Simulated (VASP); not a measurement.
A run of VASP 6.6.1 is set up as follows.

The input INCAR:

```
ALGO = Normal ; EDIFF = 1E-6
ENCUT = 520 ; GGA = PE
ISIF = 2 ; ISMEAR = -1
ISYM = 0 ; LASPH = T
LCHARG = T ; LELF = T
LREAL = Auto ; LVHAR = T
LWAVE = F ; NBANDS = 62
NELM = 80 ; PREC = Accurate
SIGMA = 0.05
```

File KPOINTS:

```
Automatic mesh
0
Gamma
  1 1 1
  0.25 0.25 0.25
```

Contents of POSCAR:

```
B13P10
1.0
    6.5660210000      0.0873340000     -0.1704000000
    0.0873340000      6.7396190000      0.1358200000
   -0.1704000000      0.1358200000      7.0462260000
P B
10 13
Direct
    0.6911975139      0.5461042245      0.2554745165
    0.7036832886      0.9692947392      0.2608546789
    0.9238813372     -0.0267603380      0.5422193340
    0.5940446473      0.7408253149      0.8511142438
    0.6550106576      0.2138311706      0.6373853559
    0.2888382923      0.5811087668      0.5039310196
    0.2441790941      0.0441555027      0.9505418812
    0.0541767389      0.7196018411      0.9651250746
    0.2335884170      0.3090433095      0.3138464767
    0.6896910203      0.2421512336      0.1102744035
    0.8293862999      0.2974786974      0.8815954624
    0.8081032930      0.5353629368      0.5063531608
    0.2338246997      0.4575351357      0.7782996609
    0.7798548379      0.7646303360      0.0799147192
    0.0840846315      0.2666889317      0.8408243406
    0.7251501773      0.5012637148      0.7284956447
    0.3557809979      0.2350215773      0.5671354355
    0.4434239149      0.4192770161      0.1448584293
    0.4639149485      0.9885949185      0.7780765399
    0.3779819006      0.5717211340      0.9366419629
    0.1648761678      0.1146837840      0.6656876387
   -0.0125317112      0.5059389267      0.8178238920
    0.0251952219      0.4891247939      0.4060362719
```

Potentials or basis: VASP PAW PBE potentials, release 64 (P, B).

The run is started by

```sh
$ cat potpaw_PBE.64/P/POTCAR potpaw_PBE.64/B/POTCAR > POTCAR
$ mpirun -np 1 vasp_std > vasp.out
```

(1) What does it give for the pressure?

(2) What does it give for the largest force?

Results:

(1) -3.8 GPa.

(2) 2.437 eV/Å.

Caveat: the k points lie up to 0.96 Å⁻¹ apart.
